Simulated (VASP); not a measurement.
Crystal: Ge.

```xyz
2
Lattice="1.4881 -2.5947 0.0000 1.4881 2.5947 0.0000 0.0000 0.0000 4.7276" Properties=species:S:1:pos:R:3 pbc="T T T"
Ge    1.4881   -0.8643    1.1819
Ge    1.4881    0.8643    3.5457
```

Base run:

```yaml
Program: VASP 6.6.1
Functional: PBEsol
Potentials_or_basis: VASP PAW PBE potentials, release 64 (Ge_d)
Cutoff: 500 eV
k_mesh: 9 × 9 × 5
Occupations: fermi-dirac, width 0.15 eV
Spin: no spin polarisation
```

Its results: band gap on the k mesh zero (band 14 reaches 13.73 eV, above the bottom of band 15 at 3.94 eV); pressure 0.1 GPa; largest force 0.005 eV/Å.

After a change of settings the same cell gave: band gap on the k mesh zero (band 14 reaches 13.73 eV, above the bottom of band 15 at 5.34 eV); pressure 1.3 GPa; largest force 0.010 eV/Å. Which change was it?
A. k mesh from 9 × 9 × 5 to 4 × 4 × 2
B. k mesh from 9 × 9 × 5 to 3 × 3 × 2
C. k mesh from 9 × 9 × 5 to 7 × 7 × 4

C.

Caveats: the PAW data sets were made with another functional, which shifts forces and pressure a little.
